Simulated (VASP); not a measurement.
# AlGa3Sb2 (P6/mmm) in VASP: notebook

AlGa3Sb2 is run at these levels: PBE; tasks: relaxation of cell and atoms, single point.

Program: VASP 6.6.1. These are calculated values, not measurements. Logs are shortened: lines on timing, memory, paths and dates and some standing lists are left out, and cuts for length are marked.

## (1) The cell of the first run

The structure is hexagonal, space group P6/mmm (No. 191). Conventional cell: a = 4.824 Å, b = 4.824 Å, c = 8.040 Å, α = 90.00°, β = 90.00°, γ = 120.00°. Al (site symmetry 6/mmm) has 6 Ga at 2.41 Å and 2 Sb at 2.67 Å within 3.2 Å. Ga (site symmetry mmm) has 4 Ga at 2.41 Å and 2 Al at 2.41 Å within 3.2 Å. Sb (site symmetry 6mm) has 1 Al at 2.67 Å and 1 Sb at 2.69 Å and 6 Ga at 3.60 Å within 3.6 Å.

The cell was generated, and may not be a known phase.

## (2) Relaxation of cell and atoms, PBE

The input, INCAR:

```
SYSTEM = AlGa3Sb2
PREC     = Accurate       ! precision mode
ENCUT    = 600            ! plane-wave cutoff, eV
EDIFF    = 1E-6           ! SCF threshold, eV
ISMEAR   = 0              ! smearing method
SIGMA    = 0.1            ! smearing width, eV
LREAL    = .FALSE.        ! projectors in reciprocal space
LASPH    = .TRUE.         ! aspherical terms in the spheres
NELM     = 80             ! most SCF steps
ALGO     = Normal         ! electronic algorithm
ISIF     = 3              ! what is computed and relaxed
LWAVE    = .FALSE.        ! write WAVECAR
LCHARG   = .FALSE.        ! write CHGCAR
GGA      = PE             ! functional
IBRION   = 2              ! ionic algorithm
NSW      = 90             ! ionic steps
EDIFFG   = -0.04          ! ionic threshold
```

The input, KPOINTS:

```
Automatic mesh
0
G
  6 6 2
  0 0 0
```

The input, POSCAR:

```
AlGa3Sb2
1.0
    4.8238924900      0.0000000000      0.0000000000
   -2.4119462400      4.1776134400      0.0000000000
    0.0000000000      0.0000000000      8.0397122800
Al Ga Sb
1 3 2
Direct
    0.0000000000      0.0000000000      0.5000000000
    0.5000000000      0.0000000000      0.5000000000
    0.0000000000      0.5000000000      0.5000000000
    0.5000000000      0.5000000000      0.5000000000
    0.0000000000      0.0000000000      0.8324159000
    0.0000000000      0.0000000000      0.1675841000
```

Potentials or basis: VASP PAW PBE potentials, release 64 (Al, Ga_d, Sb).

Run with:

```
> cat potpaw_PBE.64/Al/POTCAR potpaw_PBE.64/Ga_d/POTCAR potpaw_PBE.64/Sb/POTCAR > POTCAR
> mpirun -np 1 vasp_std > vasp.out
```

OUTCAR:

```text
SYSTEM = AlGa3Sb2
   PREC = Accurate
   ENCUT = 600
   EDIFF = 1E-6
   ISMEAR = 0
   LREAL = .FALSE.
   LASPH = .TRUE.
   NELM = 80
   ISIF = 3
   GGA = PE
   IBRION = 2
   NSW = 90
   EDIFFG = -0.04

 ion  position               nearest neighbor table
   1  0.000  0.000  0.500-   3 2.41   3 2.41   2 2.41   2 2.41   4 2.41   4 2.41   6 2.67   5 2.67

   2  0.500  0.000  0.500-   4 2.41   4 2.41   1 2.41   1 2.41   3 2.41   3 2.41
   3  0.000  0.500  0.500-   1 2.41   1 2.41   4 2.41   4 2.41   2 2.41   2 2.41
   4  0.500  0.500  0.500-   2 2.41   2 2.41   3 2.41   3 2.41   1 2.41   1 2.41
   5  0.000  0.000  0.832-   1 2.67   6 2.69
   6  0.000  0.000  0.168-   1 2.67   5 2.69

  LATTYP: Found a hexagonal cell.
 ALAT       =     4.8238924900
 C/A-ratio  =     1.6666441669

  Lattice vectors:

 A1 = (   4.8238924900,   0.0000000000,   0.0000000000)
 A2 = (  -2.4119462400,   4.1776134400,   0.0000000000)
 A3 = (   0.0000000000,   0.0000000000,   8.0397122800)

Analysis of symmetry for initial positions (statically):
=====================================================================
 Subroutine PRICEL returns:
 Original cell was already a primitive cell.

 Routine SETGRP: Setting up the symmetry group for a
 hexagonal supercell.

 Subroutine GETGRP returns: Found 24 space group operations
 (whereof 24 operations were pure point group operations)
 out of a pool of 24 trial point group operations.

The static configuration has the point symmetry D_6h.

Analysis of symmetry for dynamics (positions and initial velocities):
=====================================================================
 Subroutine PRICEL returns:
 Original cell was already a primitive cell.

 Routine SETGRP: Setting up the symmetry group for a
 hexagonal supercell.

 Subroutine GETGRP returns: Found 24 space group operations
 (whereof 24 operations were pure point group operations)
 out of a pool of 24 trial point group operations.

The dynamic configuration has the point symmetry D_6h.

 Subroutine INISYM returns: Found 24 space group operations
 (whereof 24 operations are pure point group operations),
 and found     1 'primitive' translations

----------------------------------------------------------------------------------------

                                     Primitive cell

[... 87 lines left out ...]
   EDIFF  = 0.1E-05   stopping-criterion for ELM
   LREAL  =      F    real-space projection
   EDIFFG = -.4E-01   stopping-criterion for IOM
   NSW    =     90    number of steps for IOM
   IBRION =      2    ionic relax: 0-MD 1-quasi-New 2-CG
   NFREE  =      1    steps in history (QN), initial steepest desc. (CG)
   ISIF   =      3    stress and relaxation
   ISYM   =      2    0-nonsym 1-usesym 2-fastsym
   POTIM  = 0.5000    time-step for ionic-motion
   TEBEG  =    0.0;   TEEND  =   0.0 temperature during run
   PSTRESS=    0.0 pullay stress
   NELECT =      52.0000    total number of electrons
   NUPDOWN=      -1.0000    fix difference up-down
   EMIN   =  10.00;   EMAX   =-10.00  energy-range for DOS
   EFERMI =   0.00;   METHOD = LEGACY
   ISMEAR =     0;   SIGMA  =   0.10  broadening in eV -4-tet -1-fermi 0-gaus
   EFERMI_NEDOS =   21; number of points for ismear=-14 and -15
   IALGO  =     38    algorithm
   IMIX   =      4    mixing-type and parameters
     AMIX     =   0.40;   BMIX     =  1.00
     AMIX_MAG =   1.60;   BMIX_MAG =  1.00
  volume/ion in A,a.u.               =      27.00       182.23
  Fermi-wavevector in a.u.,A,eV,Ry     =   1.120866  2.118130 17.093561  1.256341
  Thomas-Fermi vector in A             =   2.257516
   LORBIT       =      0    0 simple, 1 ext, 2 COOP (PROOUT), +10 PAW based schemes
   GGA     = PE    functional components
   LHFCALC =     F    Hartree Fock is set to
   AEXX    =    0.0000 exact exchange contribution
   IVDW    =     0    specifies the selected vdW correction
   LEPSILON=     F    determine dielectric tensor
   LRPA    =     F    only Hartree local field effects (RPA)
 conjugate gradient relaxation of ions
 non-spin polarized calculation
 Gauss-broadening in eV      SIGMA  =   0.10
  energy-cutoff  :      600.00
  volume of cell :      162.02
 maximum number of plane-waves:      5456
 NGX is ok and might be reduce to    40
   NGX = 19   NGY = 19   NGZ = 33

--------------------------------------- Ionic step        1  -------------------------------------------

 number of electron      51.9999981 magnetization

 Free energy of the ion-electron system (eV)
  ---------------------------------------------------
  ext. energy  EPLUGINS =         0.00000000
  ---------------------------------------------------
  free energy    TOTEN  =       -15.73292380 eV

  energy without entropy =      -15.71310879  energy(sigma->0) =      -15.72301630

------------------------ aborting loop because EDIFF is reached ----------------------------------------

  FORCE on cell =-STRESS in cart. coord.  units (eV):
  Direction    XX          YY          ZZ          XY          YZ          ZX
  --------------------------------------------------------------------------------------
  -------------------------------------------------------------------------------------
  Total       17.3819302     17.3819302      4.8214517      0.0000000      0.0000000      0.0000000
  in kB      171.8866727    171.8866726     47.6784388      0.0000002      0.0000000      0.0000000
  external PRESSURE =     130.4839280 kB  Pullay stress =       0.0000000 kB
[... 101 lines left out ...]
  FREE ENERGIE OF THE ION-ELECTRON SYSTEM (eV)
  ---------------------------------------------------
  free  energy   TOTEN  =       -17.6385453887 eV

  energy  without entropy=      -17.6132356531  energy(sigma->0) =      -17.62589052

[... ionic steps 4 to 7 ...]

--------------------------------------- Ionic step        8  -------------------------------------------

 number of electron      52.0000025 magnetization

------------------------ aborting loop because EDIFF is reached ----------------------------------------
[... 75 lines left out ...]
--------------------------------------- Ionic step       10  -------------------------------------------

 number of electron      52.0000019 magnetization

 Free energy of the ion-electron system (eV)
  ---------------------------------------------------
  ext. energy  EPLUGINS =         0.00000000
  ---------------------------------------------------
  free energy    TOTEN  =       -17.77748683 eV

  energy without entropy =      -17.76982617  energy(sigma->0) =      -17.77365650

 E-fermi :   2.5429     XC(G=0):  -7.7922

 val. band max:        2.4046798141   @ k =   0.3333   0.0000   0.0000
 cond. band min:       2.5896808734   @ k =   0.3333   0.0000   0.0000
 fundamental gap:      0.1850010593
 Fermi energy:         2.5429453828

 k-point     1 :       0.0000    0.0000    0.0000
  band No.  band energies     occupation
      1     -12.7115      2.00000
      2     -12.6206      2.00000
      3     -12.6206      2.00000
      4     -12.5784      2.00000
      5     -12.5583      2.00000
      6     -12.4999      2.00000
[... 498 lines left out ...]
  FREE ENERGIE OF THE ION-ELECTRON SYSTEM (eV)
  ---------------------------------------------------
  free  energy   TOTEN  =       -17.7774868270 eV

  energy  without entropy=      -17.7698261671  energy(sigma->0) =      -17.77365650

 reached required accuracy - stopping structural energy minimisation
```

OSZICAR:

```text
N       E                     dE             d eps       ncg     rms          rms(c)
DAV:   1     0.409118370729E+03    0.40912E+03   -0.26069E+04   875   0.239E+03
DAV:   2     0.359315185764E+02   -0.37319E+03   -0.36678E+03   939   0.562E+02
DAV:   3    -0.148727905342E+02   -0.50804E+02   -0.49676E+02  1029   0.157E+02
DAV:   4    -0.169191606629E+02   -0.20464E+01   -0.20251E+01   969   0.343E+01
[... 98 lines left out ...]
DAV:   2    -0.177775708481E+02    0.26788E-03   -0.79214E-04  1035   0.235E-01    0.560E-02
DAV:   3    -0.177775001148E+02    0.70733E-04   -0.13962E-04   912   0.798E-02    0.253E-02
DAV:   4    -0.177774859611E+02    0.14154E-04   -0.43327E-05   964   0.441E-02    0.484E-03
DAV:   5    -0.177774868066E+02   -0.84550E-06   -0.12978E-05   974   0.311E-02    0.189E-03
DAV:   6    -0.177774868270E+02   -0.20470E-07   -0.59347E-07   462   0.719E-03
  10 F= -.17777487E+02 E0= -.17773656E+02  d E =-.972583E-02
```

Wall time 4.2 min (1 thread of Intel Xeon 6975P-C (Granite Rapids), shared host); peak memory 0.38 GiB.

Results:

| Property | Result |
| --- | --- |
| Free energy | -17.7775 eV |
| Relaxed volume | 35.08 Å³/atom |
| Relaxed cell | a = 5.552 Å, b = 5.552 Å, c = 7.884 Å, α = 90.00°, β = 90.00°, γ = 120.00° |
| Space group after relaxing (to 0.1 Å) | P6/mmm (No. 191) |
| Energy gained by relaxing | 340.8 meV/atom |
| Ionic steps | 10 |
| Pressure after relaxing | 0.0 GPa |
| Largest force after relaxing | 0.037 eV/Å |
| Band gap on the k mesh | zero (bands 26 and 27 overlap by 2.03 eV) |

Forces on the atoms (eV/Å):
```
Al   0.000  0.000  0.000
Ga   0.000  0.000  0.000
Ga   0.000  0.000  0.000
Ga   0.000  0.000  0.000
Sb   0.000  0.000 -0.037
Sb   0.000  0.000  0.037
```

Step by step:
| step | energy change (eV) | largest force (eV/Å) | pressure (GPa) | volume (Å³) |
| --- | --- | --- | --- | --- |
| 1 | 0.0000 | 0.0422 | 13.05 | 162.02 |
| 2 | -1.9014 | 0.3339 | -1.02 | 218.63 |
| 3 | -1.9056 | 0.3284 | -0.50 | 213.97 |
| 4 | -1.9061 | 0.3296 | -0.71 | 215.50 |
| 5 | -2.0078 | 0.0025 | -0.35 | 212.46 |
| 6 | -2.0263 | 0.6672 | 0.36 | 209.47 |
| 7 | -2.0338 | 0.2936 | -0.03 | 210.80 |
| 8 | -2.0348 | 0.3722 | 0.05 | 210.49 |
| 9 | -2.0445 | 0.0678 | 0.03 | 210.47 |
| 10 | -2.0446 | 0.0369 | 0.04 | 210.47 |

Final structure:
```yaml
crystal:
  lattice:
    - [5.55213, 0.00000, 0.00000]
    - [-2.77606, 4.80829, 0.00000]
    - [0.00000, 0.00000, 7.88380]
  atoms:
    - { symbol: Al, position: [0.00000, 0.00000, 0.50000] }
    - { symbol: Ga, position: [0.50000, 0.00000, 0.50000] }
    - { symbol: Ga, position: [0.00000, 0.50000, 0.50000] }
    - { symbol: Ga, position: [0.50000, 0.50000, 0.50000] }
    - { symbol: Sb, position: [0.00000, 0.00000, 0.83327] }
    - { symbol: Sb, position: [0.00000, 0.00000, 0.16673] }
```

Caveat: the k points lie up to 0.40 Å⁻¹ apart in the final cell, too coarse for converged energies and pressures of a metal; the volume moved by over 15 % at a fixed basis, so the end points are rough; spin-orbit coupling is left out, which moves the levels of the heavy elements.

(Part 1 of 2 ends here.)

The gap in the log of VASP goes by the Fermi energy; the results here count the filled bands.